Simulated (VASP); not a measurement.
Runs of VASP 6.6.1 on Li2O. The structure is that of space group Fm-3m (No. 225), or close to it. The cells are those of the table. 

```csv
level,cell,cutoff (eV),gap on the mesh (eV),pressure (GPa)
revPBE,"a = 3.313 Å, angles 60.0°, 3 atoms",750,5.00,-0.4
BLYP,"a = 3.303 Å, angles 60.0°, 3 atoms",750,5.24,-1.6
revPBE,"a = 3.291 Å, angles 60.0°, 3 atoms",750,5.04,(b)
r2SCAN+D4,"a = 3.203 Å, angles 60.0°, 3 atoms",830,5.79,2.4
revPBE+D3(BJ),"a = 3.214 Å, angles 60.0°, 3 atoms",750,5.18,-3.9
revPBE,"a = 3.357 Å, angles 60.0°, 3 atoms",750,(c),-3.1
revPBE,"a = 3.335 Å, angles 60.0°, 3 atoms",750,4.89,-1.8
revPBE+D3(BJ),"a = 3.266 Å, angles 60.0°, 3 atoms",750,5.08,-7.5
r2SCAN+D4,"a = 3.181 Å, angles 60.0°, 3 atoms",830,5.83,4.6
BLYP,"a = 3.324 Å, angles 60.0°, 3 atoms",750,5.20,(a)
revPBE,"a = 3.269 Å, angles 60.0°, 3 atoms",750,5.08,2.9
```

Alike in all rows: task single point; potentials or basis VASP PAW PBE potentials, release 64 (Li_sv, O); no spin polarisation; k mesh 8 × 8 × 8; smearing gaussian 0.05 eV.

**Question.** Estimate the missing entries.

**Answer.** (a) -3.0; (b) 1.2; (c) 4.76.

Caveats: the PAW data sets were made with another functional, which shifts forces and pressure a little; the cell stands under tension (at least some runs); the cell stands under pressure (at least some runs).

A k mesh can miss the band edges.
